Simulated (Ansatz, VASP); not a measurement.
# NaCuH3 in VASP and in Ansatz

```
CELL_PARAMETERS angstrom
3.50407 0.00000 0.00000
0.00000 3.50407 0.00000
0.00000 0.00000 3.50407
ATOMIC_POSITIONS crystal
Na 0.50000 0.50000 0.50000
Cu 0.00000 0.00000 0.00000
H 0.50000 0.00000 0.00000
H 0.00000 0.50000 0.00000
H 0.00000 0.00000 0.50000
```

Alike in both runs: functional PBE; k mesh 10 × 10 × 10; occupations gaussian, width 0.1 eV; no spin polarisation.

Ansatz relaxed the structure, and its values are those at the end. VASP's run is a single point on that final structure, the one shown.

|  | VASP | Ansatz |
| --- | --- | --- |
| version | VASP 6.6.1 | Ansatz 0.2.0 |
| potentials or method | VASP PAW PBE potentials, release 64 (Na_pv, Cu, H), cutoff 520 eV | scalar-relativistic, plane waves, PAW |
| valence electrons in the cell | 21 | 31 |

|  | VASP | Ansatz | Ansatz less VASP |
| --- | --- | --- | --- |
| gap on the k mesh at the Fermi level (eV) | none | none | - |
| pressure (GPa) | 0.0 | 0.0 | -0.05 |

A gap of «none» marks a metal or a gap that the smearing closes. The functional is the same, so the differences come from potentials, cutoffs and numerics. VASP's potentials hold 21 valence electrons a cell and Ansatz's 31, so a difference there can come from the potentials and not from the codes.
